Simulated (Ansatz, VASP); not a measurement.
# MgSb2 in VASP and in Ansatz

INCAR

```
SYSTEM = MgSb2
PREC     = Accurate       ! precision mode
ENCUT    = 520            ! plane-wave cutoff, eV
EDIFF    = 1E-6           ! SCF threshold, eV
ISMEAR   = -1             ! smearing method
SIGMA    = 0.1            ! smearing width, eV
LREAL    = .FALSE.        ! projectors in reciprocal space
LASPH    = .TRUE.         ! aspherical terms in the spheres
NELM     = 80             ! most SCF steps
ALGO     = Normal         ! electronic algorithm
ISIF     = 2              ! what is computed and relaxed
LWAVE    = .FALSE.        ! write WAVECAR
LCHARG   = .FALSE.        ! write CHGCAR
GGA      = PS             ! functional
IVDW     = 13             ! dispersion correction
NBANDS   = 21             ! bands
```

KPOINTS

```
Automatic mesh
0
G
  4 4 4
  0 0 0
```

POSCAR

```
MgSb2
1.0
    4.7364470830     -2.9653754494      0.0000000000
    4.7364470830      2.9653754494      0.0000000000
    0.0000000000      0.0000000000      5.6532915395
Mg Sb
2 4
Direct
    0.3158830000      0.6841170000      0.7500000000
    0.6841170000      0.3158830000      0.2500000000
    0.6345660000      0.0337820000      0.7500000000
    0.9662180000      0.3654340000      0.7500000000
    0.0337820000      0.6345660000      0.2500000000
    0.3654340000      0.9662180000      0.2500000000
```

Input for Ansatz:

```yaml
crystal:
  lattice:
    - [4.736447082978711, -2.96537544941718, 0.0]
    - [4.736447082978711, 2.96537544941718, 0.0]
    - [0.0, 0.0, 5.653291539496912]
  atoms:
    - { symbol: Mg, position: [0.315883, 0.684117, 0.75] }
    - { symbol: Mg, position: [0.684117, 0.315883, 0.25] }
    - { symbol: Sb, position: [0.634566, 0.033782, 0.75] }
    - { symbol: Sb, position: [0.966218, 0.365434, 0.75] }
    - { symbol: Sb, position: [0.033782, 0.634566, 0.25] }
    - { symbol: Sb, position: [0.365434, 0.966218, 0.25] }
basis:
  ecutwfc: 500.0
kpoints:
  mp_grid:
    grid: [4, 4, 4]
hamiltonian:
  xc: pbesol
  dispersion: d4
  pseudopotentials:
    kind: paw
scf:
  max_iter: 100
  mixing:
    algorithm: broyden
  occupations:
    method: fermi_dirac
    width: 0.1
output:
  stress: true
```

Alike in both runs: task single point; functional PBEsol; dispersion D4; k mesh 4 × 4 × 4; occupations fermi-dirac, width 0.1 eV; no spin polarisation.

|  | VASP | Ansatz |
| --- | --- | --- |
| version | VASP 6.6.1 | Ansatz 0.2.0 |
| potentials or method | VASP PAW PBE potentials, release 64 (Mg, Sb), cutoff 520 eV | plane waves, PAW |
| valence electrons in the cell | 24 | 80 |

```csv
,VASP,Ansatz,Ansatz less VASP
pressure (GPa),-4.7,-4.7,-0.01
"traceless stress, the component that is largest in VASP (GPa)",1.12,1.08,-0.042
```

VASP's potentials were made for PBE, not for PBEsol. VASP's potentials hold 24 valence electrons a cell and Ansatz's 80, so a difference there can come from the potentials and not from the codes.

Spin-orbit coupling is off throughout.
